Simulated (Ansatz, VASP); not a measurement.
Fe in VASP and in Ansatz

File INCAR:

```
SYSTEM = Fe
ALGO = Normal
EDIFF = 1E-8
ENCUT = 520
ISIF = 2
ISMEAR = -1
ISPIN = 2
LASPH = .True.
LCHARG = .False.
LEFG = .True.
LMAXMIX = 4
LORBIT = 11
LREAL = .False.
LWAVE = .False.
MAGMOM = 3
NBANDS = 14
NELM = 150
PREC = Accurate
SIGMA = 0.05
```

Contents of KPOINTS:

```
k-points
0
Gamma
  16 16 16
  0 0 0
```

File POSCAR:

```
Fe
1.0
    0.0000000000      1.9417396906      2.0240583172
    1.4984397099      0.0000000000      2.0240583172
    1.4984397099      1.9417396906      0.0000000000
Fe
1
Direct
    0.0000000000      0.0000000000      0.0000000000
```

Input for Ansatz:

```yaml
crystal:
  lattice:
    - [0.0, 1.9417396906, 2.0240583172]
    - [1.4984397099, 0.0, 2.0240583172]
    - [1.4984397099, 1.9417396906, 0.0]
  atoms:
    - { symbol: Fe, position: [0.0, 0.0, 0.0], spin: 3.0 }
magnetization:
  spin_polarized: true
kpoints:
  mp_grid: { grid: [16, 16, 16] }
scf:
  occupations: { method: fermi_dirac, width: 0.05 }
hamiltonian:
  xc: lda
  pseudopotentials: { kind: paw }
output:
  forces: true
  stress: true
  eigenvalues: true
  efg: { contact_densities: true }
```

Change from the starting cell: zz strain of +3 %, PAW files.

Alike in both runs: task electric field gradients; functional LDA; k mesh 16 × 16 × 16; occupations fermi-dirac, width 0.05 eV; collinear spin.

|  | VASP | Ansatz |
| --- | --- | --- |
| version | VASP 6.6.1 | Ansatz 0.2.0 |
| potentials or method | VASP PAW LDA potentials, release 64 (Fe) | PAW with Ansatz's default frozen-core files, scalar-relativistic |
| plane-wave cutoff (eV) | 520 | 420 |
| valence electrons in the cell | 8 | 16 |

Ansatz gave:

* pressure (GPa): -21.9
* traceless stress, the component that is largest in VASP (GPa): 4.81
* net moment per atom (μB): 2.24
* size of the moment on the site where the two differ most (μB): 2.25
* size of Vzz on the site where it differs most (V/Å²): 6.5

Q: Estimate VASP's values.

A: Pressure (GPa): -22.7; traceless stress, the component that is largest in VASP (GPa): 4.75; net moment per atom (μB): 2.20; size of the moment on the site where the two differ most (μB): 2.18; size of Vzz on the site where it differs most (V/Å²): 6.2.

LDA's correlation is that of Perdew and Zunger in VASP and of Perdew and Wang (1992) in Ansatz. Site moments also hang on the region over which each program counts them. VASP's potentials hold 8 valence electrons a cell and Ansatz's 16, so a difference there can come from the potentials and not from the codes.
